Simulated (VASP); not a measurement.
# Al in VASP: notebook, part 2 of 2

VASP 6.6.1.

## (3) Single point, LDA

The input, INCAR:

```
SYSTEM = Al
PREC = Accurate
ENCUT = 520
EDIFF = 1E-7
ISMEAR = -1
SIGMA = 0.1
LREAL = Auto
LASPH = .True.
NELM = 100
ALGO = Normal
ISIF = 2
LWAVE = .False.
LCHARG = .False.
NBANDS = 44
```

The input, KPOINTS:

```
regular mesh
0
Gamma
  2 2 1
  0 0 0
```

The input, POSCAR:

```
Al
1.0
    5.7275650000      0.0000000000      0.0000000000
    4.2956740000      7.4403250000      0.0000000000
    0.0000000000      0.0000000000     15.6765370000
Al
19
Direct
    0.1666684695      0.1111107378      0.0637895984
    0.6666715249      0.1111107378      0.0637895984
    0.1666708227      0.4444429511      0.0637895984
    0.6666738781      0.4444429511      0.0637895984
    0.1666731759      0.7777751644      0.0637895984
    0.6666762313      0.7777751644      0.0637895984
   -0.1180105313      0.2642223290      0.2466169665
    0.4103626210      0.2559834416      0.2109777178
   -0.1099530296      0.5691686855      0.2646821808
    0.3703049042      0.6039924331      0.2270718335
   -0.1335963451      0.8896116769      0.2425599480
    0.3356685262      0.9540846670      0.2180264685
   -0.0070204072      0.0926303622      0.4200098529
    0.4896648318      0.1238252361      0.3684359626
   -0.0660702146      0.4229653947      0.4152958016
    0.4103753393      0.4423865893      0.3715106213
   -0.0526957757      0.7075766180      0.4093187162
    0.3797303209      0.7431127001      0.3825143270
    0.5096153731      0.9445420731      0.4997851247
```

Potentials or basis: VASP PAW LDA potentials, release 64 (Al).

Started as:

```console
> cat potpaw_LDA.64/Al/POTCAR > POTCAR
> mpirun -np 1 vasp_std > vasp.out
```

OUTCAR:

```text
SYSTEM = Al
   PREC = Accurate
   ENCUT = 520
   EDIFF = 1E-7
   ISMEAR = -1
   LREAL = Auto
   LASPH = .True.
   NELM = 100
   ISIF = 2

 ion  position               nearest neighbor table
   1  0.167  0.111  0.064-  12 2.70   4 2.86   2 2.86   3 2.86   5 2.86   2 2.86   6 2.86   7 3.23
                             8 3.25
   2  0.667  0.111  0.064-   8 2.68   1 2.86   3 2.86   4 2.86   6 2.86   5 2.86   1 2.86  11 3.26

   3  0.167  0.444  0.064-   8 2.76   6 2.86   4 2.86   2 2.86   5 2.86   1 2.86   4 2.86
   4  0.667  0.444  0.064-   1 2.86   3 2.86   5 2.86   6 2.86   2 2.86   3 2.86  10 3.00   7 3.20

   5  0.167  0.778  0.064-   6 2.86   4 2.86   3 2.86   1 2.86   2 2.86   6 2.86  10 2.90  11 3.18
                            12 3.25
   6  0.667  0.778  0.064-   3 2.86   5 2.86   4 2.86   2 2.86   5 2.86   1 2.86  12 2.98  11 3.34

   7  0.882  0.264  0.247-   9 2.66  12 2.67   8 2.79  10 2.94  13 3.00   8 3.04  16 3.06  15 3.06
                             4 3.20   1 3.23  11 3.26
   8  0.410  0.256  0.211-  14 2.66   2 2.68   3 2.76   7 2.79  12 2.83  10 2.89  11 2.96   9 2.97
                            16 2.98   7 3.04   1 3.25
   9  0.890  0.569  0.265-  15 2.63  17 2.66   7 2.66  11 2.71  10 2.90   8 2.97  10 2.97  16 3.10
                            18 3.13  12 3.32
  10  0.370  0.604  0.227-  16 2.61  11 2.71  18 2.73   8 2.89   5 2.90   9 2.90  12 2.92   7 2.94
                             9 2.97   4 3.00
  11  0.866  0.890  0.243-  10 2.71   9 2.71  12 2.83  14 2.87   8 2.96  17 2.96  12 3.03   5 3.18
                             2 3.26   7 3.26   6 3.34
  12  0.336  0.954  0.218-   7 2.67   1 2.70  11 2.83   8 2.83  10 2.92   6 2.98  11 3.03  18 3.09
                            14 3.12   5 3.25   9 3.32
  13  0.993  0.093  0.420-  15 2.69  18 2.76  19 2.86  14 2.87   7 3.00  14 3.10  16 3.27
  14  0.490  0.124  0.368-  19 2.54  16 2.54   8 2.66  11 2.87  13 2.87  15 3.02  13 3.10  12 3.12
                            17 3.27
  15  0.934  0.423  0.415-  17 2.49   9 2.63  13 2.69  16 2.90  16 3.00  14 3.02  18 3.03   7 3.06

  16  0.410  0.442  0.372-  18 2.51  14 2.54  17 2.56  10 2.61  15 2.90   8 2.98  15 3.00   7 3.06
                             9 3.10  13 3.27
  17  0.947  0.708  0.409-  15 2.49  16 2.56   9 2.66  18 2.68  19 2.71  11 2.96  18 3.14  14 3.27

  18  0.380  0.743  0.383-  16 2.51  17 2.68  10 2.73  13 2.76  19 2.87  15 3.03  12 3.09   9 3.13
                            17 3.14
  19  0.510  0.945  0.500-  14 2.54  17 2.71  13 2.86  18 2.87

  LATTYP: Found a simple monoclinic cell.
 ALAT       =     5.7275650000
 B/A-ratio  =     2.7370334514
 C/A-ratio  =     1.3228756151
 COS(beta)  =    -0.1889822093

  Lattice vectors:

 A1 = (   5.7275650000,   0.0000000000,   0.0000000000)
 A2 = (   0.0000000000,   0.0000000000, -15.6765370000)
 A3 = (  -1.4318910000,   7.4403250000,   0.0000000000)

Analysis of symmetry for initial positions (statically):
=====================================================================
 Subroutine PRICEL returns:
 Original cell was already a primitive cell.

 Routine SETGRP: Setting up the symmetry group for a
 simple monoclinic supercell.

 Subroutine GETGRP returns: Found  1 space group operations
 (whereof  1 operations were pure point group operations)
 out of a pool of  4 trial point group operations.

The static configuration has the point symmetry C_1 .

Analysis of symmetry for dynamics (positions and initial velocities):
=====================================================================
 Subroutine PRICEL returns:
 Original cell was already a primitive cell.

[... 103 lines left out ...]
   number of dos      NEDOS =    301   number of ions     NIONS =     19
   total plane-waves  NPLWV = 368640
   dimension x,y,z NGX =    48 NGY =   64 NGZ =  120
   dimension x,y,z NGXF=    96 NGYF=  128 NGZF=  240
   ions per type =              19
   NGX,Y,Z   is equivalent  to a cutoff of  13.93, 12.38, 12.73 a.u.
   NGXF,Y,Z  is equivalent  to a cutoff of  27.86, 24.77, 25.45 a.u.
 SYSTEM =  Al
   PREC   = accura    normal or accurate (medium, high low for compatibility)
   ISTART =      0    job   : 0-new  1-cont  2-samecut
   ICHARG =      2    charge: 1-file 2-atom 10-const
   ISPIN  =      1    spin polarized calculation?
   LNONCOLLINEAR =      F non collinear calculations
   LSORBIT =      F    spin-orbit coupling
   LASPH  =      T    aspherical Exc in radial PAW
   ENCUT  =  520.0 eV  38.22 Ry    6.18 a.u.  10.65 15.97 29.15*2*pi/ulx,y,z
   NELM   =    100;   NELMIN=  2; NELMDL= -5     # of ELM steps
   EDIFF  = 0.1E-06   stopping-criterion for ELM
   LREAL  =      T    real-space projection
   EDIFFG = 0.1E-05   stopping-criterion for IOM
   NSW    =      0    number of steps for IOM
   IBRION =     -1    ionic relax: 0-MD 1-quasi-New 2-CG
   NFREE  =      0    steps in history (QN), initial steepest desc. (CG)
   ISIF   =      2    stress and relaxation
   ISYM   =      2    0-nonsym 1-usesym 2-fastsym
   POTIM  = 0.5000    time-step for ionic-motion
   TEBEG  =    0.0;   TEEND  =   0.0 temperature during run
   PSTRESS=    0.0 pullay stress
   NELECT =      57.0000    total number of electrons
   NUPDOWN=      -1.0000    fix difference up-down
   EMIN   =  10.00;   EMAX   =-10.00  energy-range for DOS
   EFERMI =   0.00;   METHOD = LEGACY
   ISMEAR =    -1;   SIGMA  =   0.10  broadening in eV -4-tet -1-fermi 0-gaus
   EFERMI_NEDOS =   21; number of points for ismear=-14 and -15
   IALGO  =     38    algorithm
   IMIX   =      4    mixing-type and parameters
     AMIX     =   0.40;   BMIX     =  1.00
     AMIX_MAG =   1.60;   BMIX_MAG =  1.00
  volume/ion in A,a.u.               =      35.16       237.28
  Fermi-wavevector in a.u.,A,eV,Ry     =   0.720713  1.361950  7.067239  0.519427
  Thomas-Fermi vector in A             =   1.810236
   LORBIT       =      0    0 simple, 1 ext, 2 COOP (PROOUT), +10 PAW based schemes
   GGA     = CA    functional components
   LHFCALC =     F    Hartree Fock is set to
   AEXX    =    0.0000 exact exchange contribution
   IVDW    =     0    specifies the selected vdW correction
   LEPSILON=     F    determine dielectric tensor
   LRPA    =     F    only Hartree local field effects (RPA)
 non-spin polarized calculation
  energy-cutoff  :      520.00
  volume of cell :      668.05
 maximum number of plane-waves:     17987
 NGX is ok and might be reduce to    48
   NGX = 21   NGY = 31   NGZ = 59

 number of electron      57.0000000 magnetization

 Free energy of the ion-electron system (eV)
  ---------------------------------------------------
  ext. energy  EPLUGINS =         0.00000000
  ---------------------------------------------------
  free energy    TOTEN  =       -71.34410077 eV

  energy without entropy =      -71.08190252  energy(sigma->0) =      -71.21300165

 E-fermi :   1.4997     XC(G=0):  -6.3175

 val. band max:        1.4144671746   @ k =   0.5000   0.0000   0.0000
 cond. band min:       1.6403595827   @ k =   0.5000   0.5000   0.0000
 fundamental gap:      0.2258924081
 Fermi energy:         1.4997370479

 k-point     1 :       0.0000    0.0000    0.0000
  band No.  band energies     occupation
      1      -8.5402      2.00000
      2      -7.3153      2.00000
      3      -5.9818      2.00000
      4      -5.7654      2.00000
      5      -5.3534      2.00000
      6      -4.7479      2.00000
[... 161 lines left out ...]
     39       3.5437      0.00000
     40       3.6544      0.00000
 [bands above 40 left out]

------------------------ aborting loop because EDIFF is reached ----------------------------------------

  FORCE on cell =-STRESS in cart. coord.  units (eV):
  Direction    XX          YY          ZZ          XY          YZ          ZX
  --------------------------------------------------------------------------------------
  -------------------------------------------------------------------------------------
  Total      -18.7587683     -6.3678340     -2.6027910      2.7888870     -1.8327764     -1.6926903
  in kB      -44.9886370    -15.2718009     -6.2422020      6.6885108     -4.3954971     -4.0595326
  external PRESSURE =     -22.1675467 kB  Pullay stress =       0.0000000 kB

 VOLUME and BASIS-vectors are now :
 -----------------------------------------------------------------------------
  energy-cutoff  :      520.00
  volume of cell :      668.05
      direct lattice vectors                 reciprocal lattice vectors
     5.727565000  0.000000000  0.000000000     0.174594265 -0.100802054  0.000000000
     4.295674000  7.440325000  0.000000000     0.000000000  0.134402731  0.000000000
     0.000000000  0.000000000 15.676537000     0.000000000  0.000000000  0.063789598

 POSITION                                       TOTAL-FORCE (eV/Angst)
 -----------------------------------------------------------------------------------
      1.43190      0.82670      1.00000         0.225074      0.034893      0.032038
      4.29570      0.82670      1.00000        -0.086230     -0.159868     -0.050377
      2.86380      3.30680      1.00000         0.041072      0.021739      0.243158
      5.72760      3.30680      1.00000        -0.097565      0.242917      0.412151
      4.29570      5.78690      1.00000         0.238238     -0.063669      0.340563
      7.15950      5.78690      1.00000        -0.235155      0.168385      0.248666
[... 11 lines left out ...]
      5.36710      5.52900      5.99650         0.953896      0.639336      0.097099
      6.97630      7.02770      7.83490        -0.415048     -0.294409     -0.046114
 -----------------------------------------------------------------------------------
    total drift:                               -0.005852      0.000139      0.003402

  FREE ENERGIE OF THE ION-ELECTRON SYSTEM (eV)
  ---------------------------------------------------
  free  energy   TOTEN  =       -71.3441007698 eV

  energy  without entropy=      -71.0819025245  energy(sigma->0) =      -71.21300165
```

Run time: 6 min. Hardware: 1 thread of AMD EPYC 7R43 (Zen 3), shared host; peak memory 0.5 GiB.

What came out:

```
Free energy   : -71.3441 eV
Largest force : 1.683 eV/Å
```

Forces in eV/Å, atoms in the order of the input:
```
Al   0.225  0.035  0.032
Al  -0.086 -0.160 -0.050
Al   0.041  0.022  0.243
Al  -0.098  0.243  0.412
Al   0.238 -0.064  0.341
Al  -0.235  0.168  0.249
Al   0.040  0.065  0.075
Al  -0.275  0.352  0.032
Al  -0.196  0.131 -1.050
Al   0.363 -0.021 -0.948
Al  -0.076  0.378 -0.213
Al   0.164 -0.611  0.349
Al   0.053 -0.063 -0.127
Al  -0.176 -0.448 -0.174
Al  -0.607 -0.901  0.069
Al   0.292 -1.082  0.272
Al  -0.206  1.612  0.438
Al   0.954  0.639  0.097
Al  -0.415 -0.294 -0.046
```

Caveat: the k points lie up to 0.63 Å⁻¹ apart.

## (4) Single point, LDA

The input, INCAR:

```
PREC = Accurate
ENCUT = 520
EDIFF = 1E-6
ISMEAR = -1
SIGMA = 0.1
LREAL = Auto
LASPH = True
NELM = 100
ALGO = Normal
ISIF = 2
LWAVE = False
LCHARG = False
GGA = CA
NBANDS = 44
```

The input, KPOINTS:

```
Automatic mesh
0
Gamma
  2 2 1
```

The input, POSCAR:

```
Al
1.0
    5.7275650000      0.0000000000      0.0000000000
    4.2956740000      7.4403250000      0.0000000000
    0.0000000000      0.0000000000     15.6765370000
Al
19
Direct
    0.1666684695      0.1111107378      0.0637895984
    0.6666715249      0.1111107378      0.0637895984
    0.1666708227      0.4444429511      0.0637895984
    0.6666738781      0.4444429511      0.0637895984
    0.1666731759      0.7777751644      0.0637895984
    0.6666762313      0.7777751644      0.0637895984
   -0.1542320776      0.3427807253      0.2192384708
    0.3501449547      0.3081989026      0.2257003572
   -0.1441369411      0.6496893617      0.2220133184
    0.3345558460      0.6418805630      0.2519944296
   -0.1102777183      0.9654416978      0.2346309009
    0.3767720889      0.9467462779      0.2124257417
   -0.0173241695      0.0430491948      0.4189254298
    0.4838824841      0.0571346010      0.3421163743
    0.0828162533      0.4219976950      0.3869604620
    0.6172288347      0.3935311966      0.3827567275
   -0.0521895804      0.7513650277      0.3845811100
    0.4865125326      0.7521445636      0.4097843803
    0.2938270020      1.1549495486      0.5112800104
```

Started as:

```console
> cat potpaw_LDA.64/Al/POTCAR > POTCAR
> mpirun -np 1 vasp_std > vasp.out
```

It took 6.1 min on 1 thread of AMD EPYC 7R43 (Zen 3), shared host; peak memory 0.49 GiB.

The run converged. Its results:

- Free energy: -71.1637 eV
- Largest force: 1.751 eV/Å

Forces on the atoms (eV/Å):
```
Al  -0.006  0.256 -0.170
Al  -0.070  0.044  0.294
Al  -0.020  0.042  0.130
Al  -0.107  0.175 -0.157
Al  -0.064  0.002  0.402
Al   0.053  0.122 -0.173
Al  -0.136 -0.720  0.500
Al   0.321 -0.138 -0.361
Al   0.163 -0.208  0.121
Al   0.393 -0.219 -0.263
Al   0.134  0.550 -0.485
Al  -0.602 -0.086 -0.507
Al  -0.021  0.400 -0.190
Al   0.138  0.670  1.612
Al  -0.214 -0.774  0.047
Al  -0.287 -0.008  0.176
Al   0.561  0.323  0.178
Al  -0.242 -0.258 -0.311
Al   0.008 -0.173 -0.843
```

Levels at points of the mesh, in eV from the Fermi level:
```
           k point  band 25  band 26  band 27  band 28  band 29  band 30  band 31  band 32  band 33  band 34
(0.00, 0.00, 0.00)    -0.95    -0.82    -0.69    -0.47    -0.10     0.11     0.26     0.42     0.56     0.90
(0.50, 0.00, 0.00)    -0.74    -0.67    -0.50    -0.20    -0.07     0.42     0.61     0.92     1.04     1.12
(0.00, 0.50, 0.00)    -1.35    -1.10    -0.80    -0.74    -0.67    -0.40    -0.14     0.09     0.55     0.88
(0.50, 0.50, 0.00)    -0.03     0.01     0.08     0.18     0.55     0.73     0.76     0.91     1.09     1.21
```

Caveat: the k points lie up to 0.63 Å⁻¹ apart.
